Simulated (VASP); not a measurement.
**SiC: relaxation of cell and atoms with PBE**

SiC:

```
Si C
1.0
     1.54565    2.67713    0.00000
    -1.54565    2.67713    0.00000
     0.00000    0.00000    5.07310
Si C
2 2
Direct
  0.66667 0.66666 0.00000
  0.33334 0.33333 0.50000
  0.66667 0.66666 0.37500
  0.33334 0.33333 0.87500
```

```yaml
Program: VASP 6.6.1
Task: relaxation of cell and atoms
Functional: PBE
Potentials_or_basis: VASP PAW PBE potentials, release 64 (Si, C)
Cutoff: 600 eV
k_mesh: 9 × 9 × 5
Occupations: fermi-dirac, width 0.0202 eV
Spin: no spin polarisation
Target_pressure: 20 GPa
Dipole_correction: no
Further_INCAR_settings: ALGO = Normal; EDIFF = 1e-06; IBRION = 2; EDIFFG = -0.03; NSW = 80; ISIF = 3
```

```json
{
  "Relaxed volume": "9.69 Å³/atom",
  "Relaxed cell": "a = 3.010 Å, b = 3.010 Å, c = 4.938 Å, α = 90.00°, β = 90.00°, γ = 60.00°",
  "Space group after relaxing (to 0.05 Å)": "P6_3mc (No. 186)",
  "Energy change on relaxing (the enthalpy is what falls)": "+47.0 meV/atom",
  "Ionic steps": "7",
  "Pressure after relaxing": "19.9 GPa",
  "Largest force after relaxing": "0.014 eV/Å",
  "Band gap on the k mesh": "2.15 eV, indirect (least direct gap 4.13 eV)"
}
```

Forces on the atoms (eV/Å):
```
Si   0.000  0.000 -0.014
Si   0.000  0.000 -0.014
C    0.000  0.000  0.014
C    0.000  0.000  0.014
```

Stress tensor (GPa, compression positive):
```
19.97  0.00  0.00
 0.00 19.97  0.00
 0.00  0.00 19.87
```

Step by step:
```tsv
step	energy change (eV)	largest force (eV/Å)	pressure (GPa)	volume (Å³)
1	0.0000	0.0750	-0.05	41.98
2	1.2151	0.1447	61.01	34.50
3	0.1772	0.0104	19.30	38.83
4	0.1875	0.0082	19.91	38.75
5	0.1955	0.0065	20.38	38.68
6	0.1811	0.0205	19.53	38.80
7	0.1878	0.0138	19.94	38.74
```

Final structure:
```xyz
4
Lattice="1.5050 2.6067 0.0000 -1.5050 2.6067 0.0000 0.0000 0.0000 4.9382" Properties=species:S:1:pos:R:3 pbc="T T T"
Si    0.0000    3.4756    4.9367
Si    0.0000    1.7378    2.4676
C     0.0000    3.4756    1.8533
C     0.0000    1.7378    4.3224
```

Levels at points of the mesh, in eV from the valence-band top:
```tsv
k point	band 4	band 5	band 6	band 7	band 8	band 9	band 10	band 11	band 12
(0.00, 0.00, 0.00)	-1.35	-1.35	-0.12	0.00	0.00	5.36	6.90	7.06	7.06
```

Wall time 71 s on 1 thread of Intel(R) Xeon(R) 6975P-C (Granite Rapids) (shared host), peak memory 0.2 GiB.

Caveat: the cell is relaxed towards a set pressure, so the enthalpy falls and the energy may rise. A k mesh can miss the band edges.
